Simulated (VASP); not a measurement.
A run of VASP 6.6.1 is set up as follows.

Contents of INCAR:

```
PREC = Accurate
ENCUT = 520
EDIFF = 1E-6
ISMEAR = 0
SIGMA = 0.1
LREAL = False
LASPH = True
NELM = 100
ALGO = Normal
ISIF = 2
LWAVE = False
LCHARG = True
GGA = PE
LELF = True
LVHAR = True
NBANDS = 44
```

File KPOINTS:

```
regular mesh
0
Gamma
  4 4 4
```

POSCAR

```
Ta2Tl
1.0
    5.8866021514      0.0000000000      0.0000000000
    0.0000000000      5.8866021514      0.0000000000
    0.0000000000      0.0000000000      5.8866021514
Ta Tl
4 2
Direct
    0.2500000000      0.2500000000      0.2500000000
    0.2500000000      0.7500000000      0.7500000000
    0.7500000000      0.7500000000      0.2500000000
    0.7500000000      0.2500000000      0.7500000000
    0.0000000000      0.0000000000      0.0000000000
    0.5000000000      0.5000000000      0.5000000000
```

Potentials or basis: VASP PAW PBE potentials, release 64 (Ta_pv, Tl_d).

The run is started by

```bash
$ cat potpaw_PBE.64/Ta_pv/POTCAR potpaw_PBE.64/Tl_d/POTCAR > POTCAR
$ mpirun -np 1 vasp_std > vasp.out
```

Predict the band gap on the k mesh.

zero (band 35 reaches 3.49 eV, above the bottom of band 36 at 2.67 eV).

Estimate the pressure.

0.1 GPa.

Caveat: spin-orbit coupling is left out, which moves the levels of the heavy elements.
